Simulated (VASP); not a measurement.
Wanted: the native input for a VASP 6.6.1 run.

```yaml
Task: single point
Functional: PBE
Potentials_or_basis: VASP PAW PBE potentials, release 64 (Dy)
Cutoff: 520 eV
k_mesh: 6 × 6 × 4
Occupations: gaussian, width 0.05 eV
Spin: collinear spin, ferromagnetic start
Starting_moments: "[5.95, 5.95] μB"
Hubbard_terms: Dy f U = 6.0 eV
Dipole_correction: no
Further_INCAR_settings: ALGO = Normal; EDIFF = 1e-06; NBANDS = 31
```

The structure of Dy lies in POSCAR:

```
Dy
1.0
    3.5900000000      0.0000000000      0.0000000000
   -1.7950000000      3.1090311996      0.0000000000
    0.0000000000      0.0000000000      5.6470700000
Dy
2
Direct
    0.3333333333      0.6666666667      0.7500000000
    0.6666666667      0.3333333333      0.2500000000
```

The input as run:

INCAR

```
SYSTEM = Dy
ALGO = Normal
EDIFF = 1E-6
ENCUT = 520
GGA = PE
ISIF = 2
ISMEAR = 0
ISPIN = 2
LASPH = .TRUE.
LCHARG = .TRUE.
LDAU = .TRUE.
LDAUJ = 0
LDAUL = 3
LDAUPRINT = 1
LDAUTYPE = 2
LDAUU = 6
LELF = .TRUE.
LMAXMIX = 6
LORBIT = 11
LREAL = .FALSE.
LVHAR = .TRUE.
LWAVE = .FALSE.
MAGMOM = 5.95 5.95
NBANDS = 31
NELM = 150
PREC = Accurate
SIGMA = 0.05
```

KPOINTS

```
k-points
0
G
  6 6 4
  0 0 0
```

Potentials or basis: VASP PAW PBE potentials, release 64 (Dy).

Run with:

```sh
$ cat potpaw_PBE.64/Dy/POTCAR > POTCAR
$ mpirun -np 1 vasp_std > vasp.out
```

It gave:

| Quantity | Value |
| --- | --- |
| Pressure | 1.2 GPa |
| Net moment | 11.38 μB per cell |
| Site moments | Dy +5.22 μB |
| Valence electrons inside the program's atomic spheres | Dy 17.61 |

Caveat: the magnetic or orbital state may not be the lowest.

Run time: 3.9 min on 1 thread of Intel(R) Xeon(R) Platinum 8488C (Sapphire Rapids) (shared host), peak memory 0.26 GiB.
